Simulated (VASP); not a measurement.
Wanted: the native input for a VASP 6.6.1 run.

```
Task                   : single point
Functional             : PBEsol
Potentials or basis    : VASP PAW PBE potentials, release 64 (Ag)
Cutoff                 : 500 eV
k mesh                 : 18 × 18 × 18
Occupations            : fermi-dirac, width 0.1 eV
Spin                   : no spin polarisation
Dipole correction      : no
Further INCAR settings : ALGO = Normal; EDIFF = 1e-06; NBANDS = 12
```

The structure of Ag lies in POSCAR:

```
Ag
1.0
    0.0000000000      2.0272419040      2.0272419040
    2.0272419040      0.0000000000      2.0272419040
    2.0272419040      2.0272419040      0.0000000000
Ag
1
Direct
    0.0000000000      0.0000000000      0.0000000000
```

One way to write it, as run:

INCAR

```
SYSTEM = Ag
PREC     = Accurate       ! precision mode
ENCUT    = 500            ! plane-wave cutoff, eV
EDIFF    = 1E-6           ! SCF threshold, eV
ISMEAR   = -1             ! smearing method
SIGMA    = 0.1            ! smearing width, eV
LREAL    = .FALSE.        ! projectors in reciprocal space
LASPH    = .TRUE.         ! aspherical terms in the spheres
NELM     = 120            ! most SCF steps
ALGO     = Normal         ! electronic algorithm
ISIF     = 2              ! what is computed and relaxed
LWAVE    = .FALSE.        ! write WAVECAR
LCHARG   = .TRUE.         ! write CHGCAR
GGA      = PS             ! functional
LELF     = .TRUE.         ! ELF
LVHAR    = .TRUE.       
NBANDS   = 12             ! bands
GGA_COMPAT= .FALSE.
```

KPOINTS

```
regular mesh
0
G
  18 18 18
  0 0 0
```

Potentials or basis: VASP PAW PBE potentials, release 64 (Ag).

The run is started by

```bash
$ cat potpaw_PBE.64/Ag/POTCAR > POTCAR
$ mpirun -np 1 vasp_std > vasp.out
```

Results of the run:

| Quantity | Value |
| --- | --- |
| Pressure | -0.2 GPa |
| Band gap on the k mesh | zero (an odd number of electrons rules out a gap without spin polarisation) |

Caveat: the PAW data sets were made with another functional, which shifts forces and pressure a little.

It took 23 s on 1 thread of Intel(R) Xeon(R) Platinum 8259CL CPU @ 2.50GHz (Skylake/Cascade Lake), on a shared host, peak memory 0.17 GiB.
